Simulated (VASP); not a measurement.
Set up this calculation in VASP 6.6.1, as the native input.

- Task: single point
- Functional: HSE06
- Potentials or basis: VASP PAW PBE potentials, release 64 (Cu, I)
- Cutoff: 520 eV
- k mesh: 4 × 4 × 4
- Occupations: fermi-dirac, width 0.02 eV
- Spin: no spin polarisation
- Dipole correction: no
- Grid for exact exchange (PRECFOCK): Normal
- Further INCAR settings: ALGO = Normal; EDIFF = 1e-07; NBANDS = 16
- Screening parameter: 0.2079 1/Å

The system is CuI.

```
CELL_PARAMETERS angstrom
0.00000 2.85611 2.85611
2.85611 0.00000 2.85611
2.85611 2.85611 0.00000
ATOMIC_POSITIONS crystal
Cu 0.00000 0.00000 0.00000
I 0.50000 0.50000 0.50000
```

One way to write it, as run:

POSCAR

```
CuI
1.0
    0.0000000000      2.8561104037      2.8561104037
    2.8561104037      0.0000000000      2.8561104037
    2.8561104037      2.8561104037      0.0000000000
Cu I
1 1
Direct
    0.0000000000      0.0000000000      0.0000000000
    0.5000000000      0.5000000000      0.5000000000
```

INCAR.step1

```
ALGO = Normal ; EDIFF = 1E-5
ENCUT = 520 ; GGA = PE
ISIF = 2 ; ISMEAR = -1
LASPH = True ; LCHARG = False
LREAL = False ; LWAVE = True
NBANDS = 16 ; NELM = 100
PREC = Accurate ; SIGMA = 0.02
```

INCAR.step2

```
ALGO = Normal ; EDIFF = 1E-7
ENCUT = 520 ; GGA = PE
HFSCREEN = 0.2079 ; ISIF = 2
ISMEAR = -1 ; ISTART = 1
LASPH = True ; LCHARG = False
LHFCALC = True ; LREAL = False
LWAVE = False ; NBANDS = 16
NELM = 100 ; PREC = Accurate
PRECFOCK = Normal ; SIGMA = 0.02
```

KPOINTS

```
k-points
0
Gamma
  4 4 4
```

Potentials or basis: VASP PAW PBE potentials, release 64 (Cu, I).

Run with:

```sh
$ cat potpaw_PBE.64/Cu/POTCAR potpaw_PBE.64/I/POTCAR > POTCAR
$ cp INCAR.step1 INCAR
$ mpirun -np 1 vasp_std > vasp.out
$ cp INCAR.step2 INCAR
$ mpirun -np 1 vasp_std > vasp.out
```

It gave:

| Quantity | Value |
| --- | --- |
| Pressure | 1.6 GPa |
| Band gap on the k mesh | 0.91 eV, indirect (least direct gap 3.08 eV) |

Caveat: the k points lie up to 0.48 Å⁻¹ apart; the PAW data sets were made with another functional, which shifts forces and pressure a little; spin-orbit coupling is left out, which moves the levels of the heavy elements.

Run time: 6.3 min on 1 thread of Intel(R) Xeon(R) Platinum 8375C CPU @ 2.90GHz (Ice Lake), on a shared host, peak memory 0.28 GiB.
